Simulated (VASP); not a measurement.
# W (Im-3m) in VASP: settings compared

Aim: see how the results for W move with the level of theory and the settings. Levels: r2SCAN, r2SCAN+D3(BJ). Tasks: single point, relaxation of cell and atoms.

All numbers are computed with VASP 6.6.1; they aren't measurements. Logs are shortened: lines on timing, memory, paths and dates and some standing lists are left out, and cuts for length are marked.

### Step 1. The cell of the first run

It takes space group Im-3m (No. 229, cubic). Conventional cell: a = 3.170 Å, b = 3.170 Å, c = 3.170 Å, α = 90.00°, β = 90.00°, γ = 90.00°. W (site symmetry m-3m) has 14 W at 2.75 to 3.17 Å within 3.6 Å.

### Step 2. Single point, r2SCAN

Input file POSCAR:

```
W
1.0
   -1.5848443917      1.5848443917      1.5848443917
    1.5848443917     -1.5848443917      1.5848443917
    1.5848443917      1.5848443917     -1.5848443917
W
1
Direct
    0.0000000000      0.0000000000      0.0000000000
```

Input file INCAR.step1:

```
SYSTEM = W
PREC     = Accurate       ! precision mode
ENCUT    = 550            ! plane-wave cutoff, eV
ISMEAR   = -1             ! smearing method
SIGMA    = 0.1            ! smearing width, eV
LREAL    = .False.        ! projectors in reciprocal space
LASPH    = .True.         ! aspherical terms in the spheres
NELM     = 120            ! most SCF steps
NBANDS   = 13             ! bands
GGA      = PE             ! functional
ALGO     = Normal         ! electronic algorithm
EDIFF    = 1E-5           ! SCF threshold, eV
LWAVE    = .True.         ! write WAVECAR
LCHARG   = .False.        ! write CHGCAR
GGA_COMPAT= .False.
```

Input file INCAR.step2:

```
SYSTEM = W
PREC     = Accurate       ! precision mode
ENCUT    = 550            ! plane-wave cutoff, eV
EDIFF    = 1E-6           ! SCF threshold, eV
ISMEAR   = -1             ! smearing method
SIGMA    = 0.1            ! smearing width, eV
LREAL    = .False.        ! projectors in reciprocal space
LASPH    = .True.         ! aspherical terms in the spheres
NELM     = 120            ! most SCF steps
ALGO     = Normal         ! electronic algorithm
ISIF     = 2              ! what is computed and relaxed
LWAVE    = .False.        ! write WAVECAR
LCHARG   = .True.         ! write CHGCAR
METAGGA  = R2SCAN         ! meta-GGA
LMIXTAU  = .True.       
LELF     = .True.         ! ELF
LVHAR    = .True.       
NBANDS   = 13             ! bands
ISTART   = 1            
GGA_COMPAT= .False.
```

Input file KPOINTS:

```
Automatic mesh
0
Gamma
  8 8 8
  0 0 0
```

Potentials or basis: VASP PAW PBE potentials, release 64 (W_sv).

Run with:

```console
cat potpaw_PBE.64/W_sv/POTCAR > POTCAR
cp INCAR.step1 INCAR
mpirun -np 1 vasp_std > vasp.out
cp INCAR.step2 INCAR
mpirun -np 1 vasp_std > vasp.out
```

OUTCAR:

```text
SYSTEM = W
   PREC = Accurate
   ENCUT = 550
   EDIFF = 1E-6
   ISMEAR = -1
   LREAL = .False.
   LASPH = .True.
   NELM = 120
   ISIF = 2
   METAGGA = R2SCAN
   ISTART = 1

 ion  position               nearest neighbor table
   1  0.000  0.000  0.000-

  LATTYP: Found a body centered cubic cell.
 ALAT       =     3.1696887834

  Lattice vectors:

 A1 = (  -1.5848443917,   1.5848443917,   1.5848443917)
 A2 = (   1.5848443917,  -1.5848443917,   1.5848443917)
 A3 = (   1.5848443917,   1.5848443917,  -1.5848443917)

Analysis of symmetry for initial positions (statically):
=====================================================================
 Subroutine PRICEL returns:
 Original cell was already a primitive cell.

 Routine SETGRP: Setting up the symmetry group for a
 body centered cubic supercell.

 Subroutine GETGRP returns: Found 48 space group operations
 (whereof 48 operations were pure point group operations)
 out of a pool of 48 trial point group operations.

The static configuration has the point symmetry O_h .

Analysis of symmetry for dynamics (positions and initial velocities):
=====================================================================
 Subroutine PRICEL returns:
 Original cell was already a primitive cell.

 Routine SETGRP: Setting up the symmetry group for a
 body centered cubic supercell.

 Subroutine GETGRP returns: Found 48 space group operations
 (whereof 48 operations were pure point group operations)
 out of a pool of 48 trial point group operations.

The dynamic configuration has the point symmetry O_h .

 Subroutine INISYM returns: Found 48 space group operations
 (whereof 48 operations are pure point group operations),
 and found     1 'primitive' translations

----------------------------------------------------------------------------------------

                                     Primitive cell

  volume of cell :      15.9228

  direct lattice vectors                    reciprocal lattice vectors
    -1.584844392  1.584844392  1.584844392     0.000000000  0.315488387  0.315488387
     1.584844392 -1.584844392  1.584844392     0.315488387  0.000000000  0.315488387
     1.584844392  1.584844392 -1.584844392     0.315488387  0.315488387  0.000000000

  length of vectors
     2.745031009  2.745031009  2.745031009     0.446167955  0.446167955  0.446167955

  position of ions in fractional coordinates (direct lattice)
     0.000000000  0.000000000  0.000000000

  ion indices of the primitive-cell ions
   primitive index   ion index
                 1           1

----------------------------------------------------------------------------------------

 KPOINTS: Automatic mesh

Automatic generation of k-mesh.
 Grid dimensions read from file:
 generate k-points for:    8    8    8

 Generating k-lattice:

  Cartesian coordinates                     Fractional coordinates (reciprocal lattice)
     0.000000000  0.039436048  0.039436048     0.125000000  0.000000000  0.000000000
     0.039436048  0.000000000  0.039436048     0.000000000  0.125000000  0.000000000
     0.039436048  0.039436048  0.000000000     0.000000000  0.000000000  0.125000000

  Length of vectors
     0.055770994  0.055770994  0.055770994

  Shift w.r.t. Gamma in fractional coordinates (k-lattice)
     0.000000000  0.000000000  0.000000000

 Subroutine IBZKPT returns following result:
 ===========================================

 Found     29 irreducible k-points:

 Following reciprocal coordinates:
            Coordinates               Weight
  0.000000  0.000000  0.000000      1.000000
  0.125000  0.000000  0.000000     12.000000
  0.250000  0.000000  0.000000     12.000000
  0.375000  0.000000  0.000000     12.000000
  0.500000  0.000000  0.000000      6.000000
  0.125000  0.125000  0.000000     24.000000
[... 16 lines left out ...]
 -0.250000  0.250000  0.250000      6.000000
 -0.375000  0.375000  0.250000     24.000000
 [... further k-points ...]
   k-points           NKPTS =     29   k-points in BZ     NKDIM =     29   number of bands    NBANDS=     13
   number of dos      NEDOS =    301   number of ions     NIONS =      1
   total plane-waves  NPLWV =  13824
   dimension x,y,z NGX =    24 NGY =   24 NGZ =   24
   dimension x,y,z NGXF=    48 NGYF=   48 NGZF=   48
   ions per type =               1
   NGX,Y,Z   is equivalent  to a cutoff of  14.53, 14.53, 14.53 a.u.
   NGXF,Y,Z  is equivalent  to a cutoff of  29.07, 29.07, 29.07 a.u.
 SYSTEM =  W
   PREC   = accura    normal or accurate (medium, high low for compatibility)
   ISTART =      1    job   : 0-new  1-cont  2-samecut
   ICHARG =      0    charge: 1-file 2-atom 10-const
   ISPIN  =      1    spin polarized calculation?
   LNONCOLLINEAR =      F non collinear calculations
   LSORBIT =      F    spin-orbit coupling
   LASPH  =      T    aspherical Exc in radial PAW
   ENCUT  =  550.0 eV  40.42 Ry    6.36 a.u.   5.25  5.25  5.25*2*pi/ulx,y,z
[... 17 lines left out ...]
   EFERMI_NEDOS =   21; number of points for ismear=-14 and -15
   IALGO  =     38    algorithm
   IMIX   =      4    mixing-type and parameters
     AMIX     =   0.40;   BMIX     =  1.00
     AMIX_MAG =   1.60;   BMIX_MAG =  1.00
  volume/ion in A,a.u.               =      15.92       107.45
  Fermi-wavevector in a.u.,A,eV,Ry     =   1.568354  2.963760 33.466735  2.459736
  Thomas-Fermi vector in A             =   2.670398
   LORBIT       =      0    0 simple, 1 ext, 2 COOP (PROOUT), +10 PAW based schemes
   METAGGA = R2SCAN    functional components
   LHFCALC =     F    Hartree Fock is set to
   AEXX    =    0.0000 exact exchange contribution
   IVDW    =     0    specifies the selected vdW correction
   LEPSILON=     F    determine dielectric tensor
   LRPA    =     F    only Hartree local field effects (RPA)
 non-spin polarized calculation
  energy-cutoff  :      550.00
  volume of cell :       15.92
 maximum number of plane-waves:       476
 NGX is ok and might be reduce to    24
   NGX = 11   NGY = 11   NGZ = 11

 number of electron      14.0000002 magnetization

 Free energy of the ion-electron system (eV)
  ---------------------------------------------------
  ext. energy  EPLUGINS =         0.00000000
  ---------------------------------------------------
  free energy    TOTEN  =       -51.35891114 eV

  energy without entropy =      -51.35358953  energy(sigma->0) =      -51.35625033

 E-fermi :  11.0348     XC(G=0): -14.9280

 val. band max:       10.6991853195   @ k =   0.1250   0.0000   0.0000
 cond. band min:      11.3784631109   @ k =  -0.2500   0.2500   0.1250
 fundamental gap:      0.6792777915
 Fermi energy:        11.0348026345

 k-point     1 :       0.0000    0.0000    0.0000
  band No.  band energies     occupation
      1     -64.8862      2.00000
      2     -27.7534      2.00000
      3     -27.7534      2.00000
      4     -27.7534      2.00000
      5       1.1223      2.00000
      6       9.9515      1.99996
      7       9.9515      1.99996
      8       9.9515      1.99996
      9      13.7899      0.00000
     10      13.7899      0.00000
     11      26.4713      0.00000
     12      26.4713      0.00000
     13      26.4713      0.00000

 k-point     2 :       0.1250    0.0000    0.0000
  band No.  band energies     occupation
      1     -64.8647      2.00000
      2     -27.9661      2.00000
      3     -27.8196      2.00000
      4     -27.7545      2.00000
      5       1.8809      2.00000
      6       9.5031      2.00000
      7       9.7948      1.99999
      8      10.6992      1.93261
      9      13.2104      0.00000
     10      13.7997      0.00000
     11      27.0257      0.00000
     12      27.7735      0.00000
     13      28.0805      0.00000

 k-point     3 :       0.2500    0.0000    0.0000
  band No.  band energies     occupation
      1     -64.8124      2.00000
      2     -28.4576      2.00000
      3     -27.9763      2.00000
      4     -27.7571      2.00000
      5       3.6439      2.00000
      6       8.5725      2.00000
      7       9.2904      2.00000
      8      12.8056      0.00000
      9      13.0724      0.00000
     10      13.9680      0.00000
     11      26.6800      0.00000
     12      28.4404      0.00000
     13      31.2051      0.00000
[... 305 lines left out ...]
 k-point    23 :      -0.2500    0.2500    0.2500
  band No.  band energies     occupation
      1     -64.7479      2.00000
      2     -28.4830      2.00000
      3     -28.2179      2.00000
      4     -28.2179      2.00000
      5       5.7400      2.00000
      6       8.4381      2.00000
      7      10.6407      1.96188
      8      10.6407      1.96188
      9      12.6333      0.00000
     10      15.0340      0.00000
     11      26.5187      0.00000
     12      31.3868      0.00000
     13      31.3868      0.00000

 k-point    24 :      -0.3750    0.3750    0.2500
  band No.  band energies     occupation
      1     -64.7021      2.00000
      2     -28.7640      2.00000
      3     -28.3829      2.00000
      4     -28.2579      2.00000
      5       6.5094      2.00000
      6       7.3277      2.00000
      7      10.6481      1.95902
      8      11.5142      0.01643
      9      15.0648      0.00000
     10      15.8739      0.00000
     11      25.4989      0.00000
     12      28.0002      0.00000
     13      29.2800      0.00000

 [... further k-points ...]
[... 5 lines left out ...]
  --------------------------------------------------------------------------------------
  -------------------------------------------------------------------------------------
  Total        0.1177832      0.1177832      0.1177832      0.0000000     -0.0000000      0.0000000
  in kB       11.8515187     11.8515187     11.8515187      0.0000000     -0.0000000      0.0000000
  external PRESSURE =      11.8515187 kB  Pullay stress =       0.0000000 kB

 VOLUME and BASIS-vectors are now :
 -----------------------------------------------------------------------------
  energy-cutoff  :      550.00
  volume of cell :       15.92
      direct lattice vectors                 reciprocal lattice vectors
    -1.584844392  1.584844392  1.584844392     0.000000000  0.315488387  0.315488387
     1.584844392 -1.584844392  1.584844392     0.315488387  0.000000000  0.315488387
     1.584844392  1.584844392 -1.584844392     0.315488387  0.315488387  0.000000000

 POSITION                                       TOTAL-FORCE (eV/Angst)
 -----------------------------------------------------------------------------------
      0.00000      0.00000      0.00000        -0.000000      0.000000     -0.000000
 -----------------------------------------------------------------------------------
    total drift:                               -0.000000      0.000000      0.000000

  FREE ENERGIE OF THE ION-ELECTRON SYSTEM (eV)
  ---------------------------------------------------
  free  energy   TOTEN  =       -51.3589111433 eV

  energy  without entropy=      -51.3535895251  energy(sigma->0) =      -51.35625033
```

Run time: 56 s. Hardware: 1 thread of AMD EPYC 7R13, shared host; peak memory 0.12 GiB.

What came out:

| Property | Result |
| --- | --- |
| Free energy | -51.3589 eV |
| Pressure | 1.2 GPa |
| Band gap on the k mesh | zero (band 7 reaches 16.53 eV, above the bottom of band 8 at 9.95 eV) |

Caveat: the PAW data sets were made with another functional, which shifts forces and pressure a little; spin-orbit coupling is left out, which moves the levels of the heavy elements.

[end of part 1 of 2]
